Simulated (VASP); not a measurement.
# Nb (Im-3m) in VASP: notebook, part 2 of 2

VASP 6.6.1.

### Step 3. Single point, PBE

This run uses another cell than the first one, of 16.52 Å³/atom.

INCAR reads:

```
SYSTEM = Nb
PREC = Accurate
ENCUT = 500
EDIFF = 1E-6
ISMEAR = 1
SIGMA = 0.1
LREAL = .False.
LASPH = .True.
NELM = 120
ALGO = Normal
ISIF = 2
LWAVE = .False.
LCHARG = .False.
GGA = PE
NBANDS = 12
GGA_COMPAT = .False.
```

KPOINTS reads:

```
Automatic mesh
0
Gamma
  18 18 18
  0 0 0
```

POSCAR reads:

```
Nb
1.0
   -1.6043219711      1.6043219711      1.6043219711
    1.6043219711     -1.6043219711      1.6043219711
    1.6043219711      1.6043219711     -1.6043219711
Nb
1
Direct
    0.0000000000      0.0000000000      0.0000000000
```

Potentials or basis: VASP PAW PBE potentials, release 64 (Nb_sv).

Run with:

```console
$ cat potpaw_PBE.64/Nb_sv/POTCAR > POTCAR
$ mpirun -np 1 vasp_std > vasp.out
```

OUTCAR:

```text
SYSTEM = Nb
   PREC = Accurate
   ENCUT = 500
   EDIFF = 1E-6
   ISMEAR = 1
   LREAL = .False.
   LASPH = .True.
   NELM = 120
   ISIF = 2
   GGA = PE

 ion  position               nearest neighbor table
   1  0.000  0.000  0.000-

  LATTYP: Found a body centered cubic cell.
 ALAT       =     3.2086439422

  Lattice vectors:

 A1 = (  -1.6043219711,   1.6043219711,   1.6043219711)
 A2 = (   1.6043219711,  -1.6043219711,   1.6043219711)
 A3 = (   1.6043219711,   1.6043219711,  -1.6043219711)

Analysis of symmetry for initial positions (statically):
=====================================================================
 Subroutine PRICEL returns:
 Original cell was already a primitive cell.

 Routine SETGRP: Setting up the symmetry group for a
 body centered cubic supercell.

 Subroutine GETGRP returns: Found 48 space group operations
 (whereof 48 operations were pure point group operations)
 out of a pool of 48 trial point group operations.

The static configuration has the point symmetry O_h .

Analysis of symmetry for dynamics (positions and initial velocities):
=====================================================================
 Subroutine PRICEL returns:
 Original cell was already a primitive cell.

 Routine SETGRP: Setting up the symmetry group for a
 body centered cubic supercell.

 Subroutine GETGRP returns: Found 48 space group operations
 (whereof 48 operations were pure point group operations)
 out of a pool of 48 trial point group operations.

The dynamic configuration has the point symmetry O_h .

 Subroutine INISYM returns: Found 48 space group operations
 (whereof 48 operations are pure point group operations),
 and found     1 'primitive' translations

----------------------------------------------------------------------------------------

                                     Primitive cell

  volume of cell :      16.5171

  direct lattice vectors                    reciprocal lattice vectors
    -1.604321971  1.604321971  1.604321971     0.000000000  0.311658139  0.311658139
     1.604321971 -1.604321971  1.604321971     0.311658139  0.000000000  0.311658139
     1.604321971  1.604321971 -1.604321971     0.311658139  0.311658139  0.000000000

  length of vectors
     2.778767166  2.778767166  2.778767166     0.440751167  0.440751167  0.440751167

  position of ions in fractional coordinates (direct lattice)
     0.000000000  0.000000000  0.000000000

  ion indices of the primitive-cell ions
   primitive index   ion index
                 1           1

----------------------------------------------------------------------------------------

 KPOINTS: Automatic mesh

Automatic generation of k-mesh.
 Grid dimensions read from file:
 generate k-points for:   18   18   18

 Generating k-lattice:

  Cartesian coordinates                     Fractional coordinates (reciprocal lattice)
     0.000000000  0.017314341  0.017314341     0.055555556  0.000000000  0.000000000
     0.017314341  0.000000000  0.017314341     0.000000000  0.055555556  0.000000000
     0.017314341  0.017314341  0.000000000     0.000000000  0.000000000  0.055555556

  Length of vectors
     0.024486176  0.024486176  0.024486176

  Shift w.r.t. Gamma in fractional coordinates (k-lattice)
     0.000000000  0.000000000  0.000000000

 Subroutine IBZKPT returns following result:
 ===========================================

 Found    195 irreducible k-points:

 Following reciprocal coordinates:
            Coordinates               Weight
  0.000000  0.000000  0.000000      1.000000
  0.055556  0.000000  0.000000     12.000000
  0.111111  0.000000  0.000000     12.000000
  0.166667  0.000000  0.000000     12.000000
  0.222222  0.000000  0.000000     12.000000
  0.277778  0.000000  0.000000     12.000000
[... 16 lines left out ...]
  0.333333  0.111111  0.000000     48.000000
  0.388889  0.111111  0.000000     48.000000
 [... further k-points ...]
   k-points           NKPTS =    195   k-points in BZ     NKDIM =    195   number of bands    NBANDS=     12
   number of dos      NEDOS =    301   number of ions     NIONS =      1
   total plane-waves  NPLWV =   8000
   dimension x,y,z NGX =    20 NGY =   20 NGZ =   20
   dimension x,y,z NGXF=    40 NGYF=   40 NGZF=   40
   ions per type =               1
   NGX,Y,Z   is equivalent  to a cutoff of  11.97, 11.97, 11.97 a.u.
   NGXF,Y,Z  is equivalent  to a cutoff of  23.93, 23.93, 23.93 a.u.
 SYSTEM =  Nb
   PREC   = accura    normal or accurate (medium, high low for compatibility)
   ISTART =      0    job   : 0-new  1-cont  2-samecut
   ICHARG =      2    charge: 1-file 2-atom 10-const
   ISPIN  =      1    spin polarized calculation?
   LNONCOLLINEAR =      F non collinear calculations
   LSORBIT =      F    spin-orbit coupling
   LASPH  =      T    aspherical Exc in radial PAW
   ENCUT  =  500.0 eV  36.75 Ry    6.06 a.u.   5.07  5.07  5.07*2*pi/ulx,y,z
   NELM   =    120;   NELMIN=  2; NELMDL= -5     # of ELM steps
   EDIFF  = 0.1E-05   stopping-criterion for ELM
   LREAL  =      F    real-space projection
   EDIFFG = 0.1E-04   stopping-criterion for IOM
   NSW    =      0    number of steps for IOM
   IBRION =     -1    ionic relax: 0-MD 1-quasi-New 2-CG
   NFREE  =      0    steps in history (QN), initial steepest desc. (CG)
   ISIF   =      2    stress and relaxation
   ISYM   =      2    0-nonsym 1-usesym 2-fastsym
   POTIM  = 0.5000    time-step for ionic-motion
   TEBEG  =    0.0;   TEEND  =   0.0 temperature during run
   PSTRESS=    0.0 pullay stress
   NELECT =      13.0000    total number of electrons
   NUPDOWN=      -1.0000    fix difference up-down
   EMIN   =  10.00;   EMAX   =-10.00  energy-range for DOS
   EFERMI =   0.00;   METHOD = LEGACY
   ISMEAR =     1;   SIGMA  =   0.10  broadening in eV -4-tet -1-fermi 0-gaus
   EFERMI_NEDOS =   21; number of points for ismear=-14 and -15
   IALGO  =     38    algorithm
   IMIX   =      4    mixing-type and parameters
     AMIX     =   0.40;   BMIX     =  1.00
     AMIX_MAG =   1.60;   BMIX_MAG =  1.00
  volume/ion in A,a.u.               =      16.52       111.46
  Fermi-wavevector in a.u.,A,eV,Ry     =   1.511510  2.856340 31.084729  2.284663
  Thomas-Fermi vector in A             =   2.621558
   LORBIT       =      0    0 simple, 1 ext, 2 COOP (PROOUT), +10 PAW based schemes
   GGA     = PE    functional components
   LHFCALC =     F    Hartree Fock is set to
   AEXX    =    0.0000 exact exchange contribution
   IVDW    =     0    specifies the selected vdW correction
   LEPSILON=     F    determine dielectric tensor
   LRPA    =     F    only Hartree local field effects (RPA)
 non-spin polarized calculation
 Methfessel and Paxton  Order N= 1 SIGMA  =   0.10
  energy-cutoff  :      500.00
  volume of cell :       16.52
 maximum number of plane-waves:       432
   NGX = 11   NGY = 11   NGZ = 11

 number of electron      12.9999998 magnetization

 Free energy of the ion-electron system (eV)
  ---------------------------------------------------
  ext. energy  EPLUGINS =         0.00000000
  ---------------------------------------------------
  free energy    TOTEN  =       -10.12888927 eV

  energy without entropy =      -10.12900107  energy(sigma->0) =      -10.12892653

 E-fermi :  12.4468     XC(G=0): -12.9541

 val. band max:       12.4447379112   @ k =   0.2778   0.1111   0.0000
 cond. band min:      12.4476969733   @ k =   0.2778   0.0000   0.0000
 fundamental gap:      0.0029590621
 Fermi energy:        12.4468344634

 k-point     1 :       0.0000    0.0000    0.0000
  band No.  band energies     occupation
      1     -41.8428      2.00000
      2     -16.9252      2.00000
      3     -16.9252      2.00000
      4     -16.9252      2.00000
      5       6.3538      2.00000
      6      12.7669     -0.00006
      7      12.7669     -0.00006
      8      12.7669     -0.00006
      9      15.9730      0.00000
     10      15.9730      0.00000
     11      26.8833      0.00000
     12      26.8833      0.00000

 k-point     2 :       0.0556    0.0000    0.0000
  band No.  band energies     occupation
      1     -41.8327      2.00000
      2     -16.9837      2.00000
      3     -16.9425      2.00000
      4     -16.9258      2.00000
      5       6.4963      2.00000
      6      12.6764     -0.00549
      7      12.7463     -0.00019
      8      12.9039     -0.00000
      9      15.8259      0.00000
     10      15.9717      0.00000
     11      27.0075      0.00000
     12      27.1285      0.00000
[... 316 lines left out ...]
 k-point    24 :       0.3889    0.1111    0.0000
  band No.  band energies     occupation
      1     -41.4965      2.00000
      2     -18.5849      2.00000
      3     -17.5286      2.00000
      4     -17.0226      2.00000
      5       8.7786      2.00000
      6      10.6625      2.00000
      7      13.8283     -0.00000
      8      15.8916      0.00000
      9      17.1390      0.00000
     10      19.9273      0.00000
     11      25.1498      0.00000
     12      25.9344      0.00000

 [... further k-points ...]
[... 5 lines left out ...]
  --------------------------------------------------------------------------------------
  -------------------------------------------------------------------------------------
  Total        1.8861251      1.8861251      1.8861251      0.0000000      0.0000000      0.0000000
  in kB      182.9559312    182.9559312    182.9559312      0.0000000      0.0000000      0.0000000
  external PRESSURE =     182.9559312 kB  Pullay stress =       0.0000000 kB

 VOLUME and BASIS-vectors are now :
 -----------------------------------------------------------------------------
  energy-cutoff  :      500.00
  volume of cell :       16.52
      direct lattice vectors                 reciprocal lattice vectors
    -1.604321971  1.604321971  1.604321971     0.000000000  0.311658139  0.311658139
     1.604321971 -1.604321971  1.604321971     0.311658139  0.000000000  0.311658139
     1.604321971  1.604321971 -1.604321971     0.311658139  0.311658139  0.000000000

 POSITION                                       TOTAL-FORCE (eV/Angst)
 -----------------------------------------------------------------------------------
      0.00000      0.00000      0.00000         0.000000      0.000000     -0.000000
 -----------------------------------------------------------------------------------
    total drift:                                0.000000      0.000000      0.000000

  FREE ENERGIE OF THE ION-ELECTRON SYSTEM (eV)
  ---------------------------------------------------
  free  energy   TOTEN  =       -10.1288892694 eV

  energy  without entropy=      -10.1290010658  energy(sigma->0) =      -10.12892653
```

OSZICAR:

```text
N       E                     dE             d eps       ncg     rms          rms(c)
DAV:   1     0.116244812194E+03    0.11624E+03   -0.72879E+03  4736   0.106E+03
DAV:   2    -0.588670812231E+01   -0.12213E+03   -0.11770E+03  5032   0.387E+02
DAV:   3    -0.102084203518E+02   -0.43217E+01   -0.41329E+01  6808   0.647E+01
DAV:   4    -0.104591797139E+02   -0.25076E+00   -0.24900E+00  6420   0.139E+01
DAV:   5    -0.104689873237E+02   -0.98076E-02   -0.97982E-02  6844   0.224E+00    0.815E+00
DAV:   6    -0.101548580786E+02    0.31413E+00   -0.49966E-01  7528   0.916E+00    0.300E+00
DAV:   7    -0.101221991515E+02    0.32659E-01   -0.16886E-01  7724   0.531E+00    0.933E-01
DAV:   8    -0.101288241990E+02   -0.66250E-02   -0.13076E-02  5404   0.152E+00    0.358E-02
DAV:   9    -0.101288810289E+02   -0.56830E-04   -0.10881E-03  7068   0.279E-01    0.504E-02
DAV:  10    -0.101288987304E+02   -0.17701E-04   -0.40741E-05  5580   0.800E-02    0.238E-02
DAV:  11    -0.101288896000E+02    0.91304E-05   -0.78637E-06  6340   0.490E-02    0.451E-03
DAV:  12    -0.101288892694E+02    0.33058E-06   -0.32024E-07  3480   0.686E-03
   1 F= -.10128889E+02 E0= -.10128927E+02  d E =0.111796E-03
```

It took 40 s on 1 thread of Intel Xeon 8259CL, shared host; peak memory 0.15 GiB.

What came out:

* Free energy: -10.1289 eV
* Pressure: 18.3 GPa
* Band gap on the k mesh: zero (an odd number of electrons rules out a gap without spin polarisation)

Caveat: the cell stands under pressure.

### Step 4. Single point, PBE (15.97 Å³/atom)

This run uses another cell than the first one, of 15.97 Å³/atom.

INCAR reads:

```
SYSTEM = Nb
PREC = Accurate
ENCUT = 520
EDIFF = 1E-6
ISMEAR = 0
SIGMA = 0.1
LREAL = .False.
LASPH = .True.
NELM = 80
ALGO = Normal
ISIF = 2
LWAVE = .False.
LCHARG = .False.
GGA = PE
NBANDS = 12
```

KPOINTS reads:

```
regular mesh
0
Gamma
  18 18 18
  0 0 0
```

POSCAR reads:

```
Nb
1.0
   -1.5864946959      1.5864946959      1.5864946959
    1.5864946959     -1.5864946959      1.5864946959
    1.5864946959      1.5864946959     -1.5864946959
Nb
1
Direct
    0.0000000000      0.0000000000      0.0000000000
```

Run with:

```console
$ cat potpaw_PBE.64/Nb_sv/POTCAR > POTCAR
$ mpirun -np 1 vasp_std > vasp.out
```

Run time: 25 s. Hardware: 1 thread of Intel Xeon 8259CL, shared host; peak memory 0.15 GiB.

The run converged. Its results:

| Quantity | Value |
| --- | --- |
| Free energy | -10.0563 eV |
| Pressure | 26.5 GPa |
| Band gap on the k mesh | zero (an odd number of electrons rules out a gap without spin polarisation) |

Levels at points of the mesh, in eV from the Fermi level:
```
           k point  band 2  band 3  band 4  band 5  band 6  band 7  band 8  band 9  band 10  band 11
(0.00, 0.00, 0.00)  -29.26  -29.26  -29.26   -6.14    0.29    0.29    0.29    3.61     3.61    14.50
(0.50, 0.00, 0.00)  -31.22  -29.87  -29.29   -4.28   -2.08    2.95    3.74    4.52     7.39    11.97
(0.50, 0.50, 0.50)  -30.58  -30.58  -30.58   -4.50   -4.50    6.45    6.45    6.45    10.16    10.16
```

Caveat: the cell stands under pressure.

### Step 5. Overview

```tsv
cell	k mesh	cutoff (eV)	smearing	gap on the mesh (eV)	pressure (GPa)
a = 2.882 Å, angles 109.5°, 1 atom	8 × 8 × 8	500	gaussian 0.1 eV	none	-2.7
a = 2.779 Å, angles 109.5°, 1 atom	18 × 18 × 18	500	methfessel-paxton 0.1 eV	none	18.3
a = 2.748 Å, angles 109.5°, 1 atom	18 × 18 × 18	520	gaussian 0.1 eV	none	26.5
```

Alike in all rows: task single point; level PBE; potentials or basis VASP PAW PBE potentials, release 64 (Nb_sv); no spin polarisation.

Caveats: the cell stands under pressure (at least some runs).

Absolute energies hang on the potentials; compare differences alone.
